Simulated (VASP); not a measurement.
# GaP (pbe) (F-43m) in VASP: single point with PBE

Aim: the single point of GaP (pbe) with PBE.

Everything below comes from runs of VASP 6.6.1. Logs are shortened: lines on timing, memory, paths and dates and some standing lists are left out, and cuts for length are marked.

### Step 1. The cell of the first run

Symmetry: F-43m, No. 216, cubic system. Conventional cell: a = 5.507 Å, b = 5.507 Å, c = 5.507 Å, α = 90.00°, β = 90.00°, γ = 90.00°. Within 3.1 Å of Ga (site symmetry -43m) lie 4 P at 2.38 Å. P (site symmetry -43m) has 4 Ga at 2.38 Å within 3.1 Å.

### Step 2. Single point, PBE

File INCAR:

```
SYSTEM = GaP
PREC = Accurate
ENCUT = 520
EDIFF = 1E-7
ISMEAR = 0
SIGMA = 0.02
LREAL = .False.
LASPH = .True.
NELM = 100
ALGO = Normal
ISIF = 2
LWAVE = .False.
LCHARG = .False.
GGA = PE
NBANDS = 16
```

File KPOINTS:

```
regular mesh
0
Gamma
  8 8 8
  0 0 0
```

File POSCAR:

```
GaP
1.0
    0.0000000000      2.7532528595      2.7532528595
    2.7532528595      0.0000000000      2.7532528595
    2.7532528595      2.7532528595      0.0000000000
Ga P
1 1
Direct
    0.0000000000      0.0000000000      0.0000000000
    0.7500000000      0.7500000000      0.7500000000
```

Potentials or basis: VASP PAW PBE potentials, release 64 (Ga_d, P).

The run is started by

```sh
cat potpaw_PBE.64/Ga_d/POTCAR potpaw_PBE.64/P/POTCAR > POTCAR
mpirun -np 1 vasp_std > vasp.out
```

OUTCAR:

```text
SYSTEM = GaP
   PREC = Accurate
   ENCUT = 520
   EDIFF = 1E-7
   ISMEAR = 0
   LREAL = .False.
   LASPH = .True.
   NELM = 100
   ISIF = 2
   GGA = PE

 ion  position               nearest neighbor table
   1  0.000  0.000  0.000-   2 2.38   2 2.38   2 2.38   2 2.38
   2  0.750  0.750  0.750-   1 2.38   1 2.38   1 2.38   1 2.38

  LATTYP: Found a face centered cubic cell.
 ALAT       =     5.5065057190

  Lattice vectors:

 A1 = (   0.0000000000,   2.7532528595,   2.7532528595)
 A2 = (   2.7532528595,   0.0000000000,   2.7532528595)
 A3 = (   2.7532528595,   2.7532528595,   0.0000000000)

Analysis of symmetry for initial positions (statically):
=====================================================================
 Subroutine PRICEL returns:
 Original cell was already a primitive cell.

 Routine SETGRP: Setting up the symmetry group for a
 face centered cubic supercell.

 Subroutine GETGRP returns: Found 24 space group operations
 (whereof 24 operations were pure point group operations)
 out of a pool of 48 trial point group operations.

The static configuration has the point symmetry T_d .

Analysis of symmetry for dynamics (positions and initial velocities):
=====================================================================
 Subroutine PRICEL returns:
 Original cell was already a primitive cell.

 Routine SETGRP: Setting up the symmetry group for a
 face centered cubic supercell.

 Subroutine GETGRP returns: Found 24 space group operations
 (whereof 24 operations were pure point group operations)
 out of a pool of 48 trial point group operations.

The dynamic configuration has the point symmetry T_d .

 Subroutine INISYM returns: Found 24 space group operations
 (whereof 24 operations are pure point group operations),
 and found     1 'primitive' translations

----------------------------------------------------------------------------------------

                                     Primitive cell

  volume of cell :      41.7415

  direct lattice vectors                    reciprocal lattice vectors
     0.000000000  2.753252859  2.753252859    -0.181603371  0.181603371  0.181603371
     2.753252859  0.000000000  2.753252859     0.181603371 -0.181603371  0.181603371
     2.753252859  2.753252859  0.000000000     0.181603371  0.181603371 -0.181603371

  length of vectors
     3.893687535  3.893687535  3.893687535     0.314546265  0.314546265  0.314546265

  position of ions in fractional coordinates (direct lattice)
     0.000000000  0.000000000  0.000000000
     0.750000000  0.750000000  0.750000000

  ion indices of the primitive-cell ions
   primitive index   ion index
                 1           1
                 2           2

----------------------------------------------------------------------------------------

 KPOINTS: regular mesh

Automatic generation of k-mesh.
 Grid dimensions read from file:
 generate k-points for:    8    8    8

 Generating k-lattice:

  Cartesian coordinates                     Fractional coordinates (reciprocal lattice)
    -0.022700421  0.022700421  0.022700421     0.125000000  0.000000000  0.000000000
     0.022700421 -0.022700421  0.022700421     0.000000000  0.125000000  0.000000000
     0.022700421  0.022700421 -0.022700421     0.000000000  0.000000000  0.125000000

  Length of vectors
     0.039318283  0.039318283  0.039318283

  Shift w.r.t. Gamma in fractional coordinates (k-lattice)
     0.000000000  0.000000000  0.000000000

 Subroutine IBZKPT returns following result:
 ===========================================

 Found     29 irreducible k-points:

 Following reciprocal coordinates:
            Coordinates               Weight
  0.000000  0.000000  0.000000      1.000000
  0.125000  0.000000  0.000000      8.000000
  0.250000  0.000000  0.000000      8.000000
  0.375000  0.000000  0.000000      8.000000
  0.500000  0.000000  0.000000      4.000000
  0.125000  0.125000  0.000000      6.000000
[... 16 lines left out ...]
  0.500000  0.250000  0.125000     48.000000
 -0.375000  0.250000  0.125000     24.000000
 [... further k-points ...]
   k-points           NKPTS =     29   k-points in BZ     NKDIM =     29   number of bands    NBANDS=     16
   number of dos      NEDOS =    301   number of ions     NIONS =      2
   total plane-waves  NPLWV =  27000
   dimension x,y,z NGX =    30 NGY =   30 NGZ =   30
   dimension x,y,z NGXF=    60 NGYF=   60 NGZF=   60
   ions per type =               1   1
   NGX,Y,Z   is equivalent  to a cutoff of  12.81, 12.81, 12.81 a.u.
   NGXF,Y,Z  is equivalent  to a cutoff of  25.62, 25.62, 25.62 a.u.
 SYSTEM =  GaP
   PREC   = accura    normal or accurate (medium, high low for compatibility)
   ISTART =      0    job   : 0-new  1-cont  2-samecut
   ICHARG =      2    charge: 1-file 2-atom 10-const
   ISPIN  =      1    spin polarized calculation?
   LNONCOLLINEAR =      F non collinear calculations
   LSORBIT =      F    spin-orbit coupling
   LASPH  =      T    aspherical Exc in radial PAW
   ENCUT  =  520.0 eV  38.22 Ry    6.18 a.u.   7.24  7.24  7.24*2*pi/ulx,y,z
   NELM   =    100;   NELMIN=  2; NELMDL= -5     # of ELM steps
   EDIFF  = 0.1E-06   stopping-criterion for ELM
   LREAL  =      F    real-space projection
   EDIFFG = 0.1E-05   stopping-criterion for IOM
   NSW    =      0    number of steps for IOM
   IBRION =     -1    ionic relax: 0-MD 1-quasi-New 2-CG
   NFREE  =      0    steps in history (QN), initial steepest desc. (CG)
   ISIF   =      2    stress and relaxation
   ISYM   =      2    0-nonsym 1-usesym 2-fastsym
   POTIM  = 0.5000    time-step for ionic-motion
   TEBEG  =    0.0;   TEEND  =   0.0 temperature during run
   PSTRESS=    0.0 pullay stress
   NELECT =      18.0000    total number of electrons
   NUPDOWN=      -1.0000    fix difference up-down
   EMIN   =  10.00;   EMAX   =-10.00  energy-range for DOS
   EFERMI =   0.00;   METHOD = LEGACY
   ISMEAR =     0;   SIGMA  =   0.02  broadening in eV -4-tet -1-fermi 0-gaus
   EFERMI_NEDOS =   21; number of points for ismear=-14 and -15
   IALGO  =     38    algorithm
   IMIX   =      4    mixing-type and parameters
     AMIX     =   0.40;   BMIX     =  1.00
     AMIX_MAG =   1.60;   BMIX_MAG =  1.00
  volume/ion in A,a.u.               =      20.87       140.84
  Fermi-wavevector in a.u.,A,eV,Ry     =   1.236829  2.337267 20.813449  1.529745
  Thomas-Fermi vector in A             =   2.371421
   LORBIT       =      0    0 simple, 1 ext, 2 COOP (PROOUT), +10 PAW based schemes
   GGA     = PE    functional components
   LHFCALC =     F    Hartree Fock is set to
   AEXX    =    0.0000 exact exchange contribution
   IVDW    =     0    specifies the selected vdW correction
   LEPSILON=     F    determine dielectric tensor
   LRPA    =     F    only Hartree local field effects (RPA)
 non-spin polarized calculation
 Gauss-broadening in eV      SIGMA  =   0.02
  energy-cutoff  :      520.00
  volume of cell :       41.74
 maximum number of plane-waves:      1158
 NGX is ok and might be reduce to    30
   NGX = 15   NGY = 15   NGZ = 15

 number of electron      18.0000003 magnetization

 Free energy of the ion-electron system (eV)
  ---------------------------------------------------
  ext. energy  EPLUGINS =         0.00000000
  ---------------------------------------------------
  free energy    TOTEN  =        -9.12558667 eV

  energy without entropy =       -9.12558667  energy(sigma->0) =       -9.12558667

 E-fermi :   4.4984     XC(G=0):  -9.6937

 val. band max:        4.3445852752   @ k =   0.0000   0.0000   0.0000
 cond. band min:       5.9182194629   @ k =   0.0000   0.0000   0.0000
 fundamental gap:      1.5736341878
 Fermi energy:         4.4983838786

 k-point     1 :       0.0000    0.0000    0.0000
  band No.  band energies     occupation
      1     -10.1585      2.00000
      2     -10.1585      2.00000
      3     -10.1585      2.00000
      4     -10.0679      2.00000
      5     -10.0679      2.00000
      6      -7.9208      2.00000
[... 8 lines left out ...]
     15      14.0888      0.00000
     16      14.0888      0.00000

 k-point     2 :       0.1250    0.0000    0.0000
  band No.  band energies     occupation
      1     -10.1703      2.00000
      2     -10.1543      2.00000
      3     -10.1543      2.00000
      4     -10.0679      2.00000
      5     -10.0679      2.00000
      6      -7.7266      2.00000
[... 8 lines left out ...]
     15      13.4834      0.00000
     16      13.9015      0.00000

 k-point     3 :       0.2500    0.0000    0.0000
  band No.  band energies     occupation
      1     -10.1966      2.00000
      2     -10.1452      2.00000
      3     -10.1452      2.00000
      4     -10.0667      2.00000
      5     -10.0667      2.00000
      6      -7.1765      2.00000
[... 8 lines left out ...]
     15      13.2993      0.00000
     16      14.1893      0.00000

 k-point     4 :       0.3750    0.0000    0.0000
  band No.  band energies     occupation
      1     -10.2208      2.00000
      2     -10.1382      2.00000
      3     -10.1382      2.00000
      4     -10.0633      2.00000
      5     -10.0633      2.00000
      6      -6.4141      2.00000
[... 8 lines left out ...]
     15      14.4543      0.00000
     16      14.4543      0.00000
[... 324 lines left out ...]
 k-point    22 :       0.3750    0.2500    0.1250
  band No.  band energies     occupation
      1     -10.2178      2.00000
      2     -10.1344      2.00000
      3     -10.1308      2.00000
      4     -10.0773      2.00000
      5     -10.0597      2.00000
      6      -6.7080      2.00000
[... 8 lines left out ...]
     15      15.3450      0.00000
     16      16.5707      0.00000

 k-point    23 :       0.5000    0.2500    0.1250
  band No.  band energies     occupation
      1     -10.2317      2.00000
      2     -10.1310      2.00000
      3     -10.1226      2.00000
      4     -10.0754      2.00000
      5     -10.0598      2.00000
      6      -5.9912      2.00000
[... 8 lines left out ...]
     15      15.7218      0.00000
     16      17.0399      0.00000

 k-point    24 :      -0.3750    0.2500    0.1250
  band No.  band energies     occupation
      1     -10.2368      2.00000
      2     -10.1305      2.00000
      3     -10.1197      2.00000
      4     -10.0722      2.00000
      5     -10.0612      2.00000
      6      -5.5654      2.00000
[... 8 lines left out ...]
     15      16.2367      0.00000
     16      16.6771      0.00000

 [... further k-points ...]
[... 5 lines left out ...]
  --------------------------------------------------------------------------------------
  -------------------------------------------------------------------------------------
  Total       -0.0063506     -0.0063506     -0.0063506      0.0000000      0.0000000      0.0000000
  in kB       -0.2437563     -0.2437563     -0.2437563      0.0000000      0.0000000      0.0000000
  external PRESSURE =      -0.2437563 kB  Pullay stress =       0.0000000 kB

 VOLUME and BASIS-vectors are now :
 -----------------------------------------------------------------------------
  energy-cutoff  :      520.00
  volume of cell :       41.74
      direct lattice vectors                 reciprocal lattice vectors
     0.000000000  2.753252859  2.753252859    -0.181603371  0.181603371  0.181603371
     2.753252859  0.000000000  2.753252859     0.181603371 -0.181603371  0.181603371
     2.753252859  2.753252859  0.000000000     0.181603371  0.181603371 -0.181603371

 POSITION                                       TOTAL-FORCE (eV/Angst)
 -----------------------------------------------------------------------------------
      0.00000      0.00000      0.00000         0.000000     -0.000000     -0.000000
      4.12988      4.12988      4.12988        -0.000000      0.000000      0.000000
 -----------------------------------------------------------------------------------
    total drift:                               -0.000002     -0.000002     -0.000002

  FREE ENERGIE OF THE ION-ELECTRON SYSTEM (eV)
  ---------------------------------------------------
  free  energy   TOTEN  =        -9.1255866702 eV

  energy  without entropy=       -9.1255866702  energy(sigma->0) =       -9.12558667
```

It took 16 s on 1 thread of Intel Xeon 6975P-C, shared host; peak memory 0.17 GiB.

Results:

```
Free energy            : -9.1256 eV
Pressure               : 0.0 GPa
Band gap on the k mesh : 1.57 eV, direct
```

A k mesh can miss the band edges. As with any semilocal functional, this PBE gap is likely too small.
